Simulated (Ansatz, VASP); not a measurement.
## ScAl3 in VASP and in Ansatz

The input POSCAR:

```
ScAl3
1.0
    4.0442657182      0.0000000000      0.0000000000
    0.0000000000      4.0442657182      0.0000000000
    0.0000000000      0.0000000000      4.0442657182
Sc Al
1 3
Direct
    0.0000000000      0.0000000000      0.0000000000
    0.5000000000      0.0000000000      0.5000000000
    0.0000000000      0.5000000000      0.5000000000
    0.5000000000      0.5000000000      0.0000000000
```

File INCAR.step1:

```
SYSTEM = ScAl3
PREC = Accurate
ENCUT = 520
ISMEAR = 0
SIGMA = 0.1
LREAL = .FALSE.
LASPH = .TRUE.
NELM = 100
NBANDS = 18
GGA = PE
ALGO = Normal
EDIFF = 1E-4
LWAVE = .TRUE.
LCHARG = .FALSE.
```

Contents of INCAR.step2:

```
SYSTEM = ScAl3
PREC = Accurate
ENCUT = 520
EDIFF = 1E-6
ISMEAR = 0
SIGMA = 0.1
LREAL = .FALSE.
LASPH = .TRUE.
NELM = 100
ALGO = Normal
ISIF = 2
LWAVE = .FALSE.
LCHARG = .TRUE.
METAGGA = R2SCAN
LMIXTAU = .TRUE.
LELF = .TRUE.
LVHAR = .TRUE.
NBANDS = 18
ISTART = 1
```

Contents of KPOINTS:

```
Automatic mesh
0
G
  10 10 10
  0 0 0
```

Input for Ansatz:

```yaml
crystal:
  lattice:
    - [4.0442657182, 0.0, 0.0]
    - [0.0, 4.0442657182, 0.0]
    - [0.0, 0.0, 4.0442657182]
  atoms:
    - { symbol: Sc, position: [0.0, 0.0, 0.0] }
    - { symbol: Al, position: [0.5, 0.0, 0.5] }
    - { symbol: Al, position: [0.0, 0.5, 0.5] }
    - { symbol: Al, position: [0.5, 0.5, 0.0] }
basis:
  ecutwfc: 500
kpoints:
  mp_grid: { grid: [10, 10, 10] }
hamiltonian:
  xc: r2scan
scf:
  occupations: { method: gaussian, width: 0.1 }
output:
  forces: true
  stress: true
  eigenvalues: true
```

Alike in both runs: task single point; functional r2SCAN; k mesh 10 × 10 × 10; occupations gaussian, width 0.1 eV; no spin polarisation.

|  | VASP | Ansatz |
| --- | --- | --- |
| version | VASP 6.6.1 | Ansatz 0.2.0 |
| potentials or method | VASP PAW PBE potentials, release 64 (Sc_sv, Al), cutoff 520 eV | scalar-relativistic, plane waves, PAW |
| valence electrons in the cell | 20 | 20 |

```tsv
	VASP	Ansatz	Ansatz less VASP
gap on the k mesh at the Fermi level (eV)	none	none	-
pressure (GPa)	3.0	3.0	0.00
```

VASP's potentials were made for PBE, not for r2SCAN. A gap of «none» marks a metal or a gap that the smearing closes. The functional is the same, so the differences come from potentials, cutoffs and numerics.
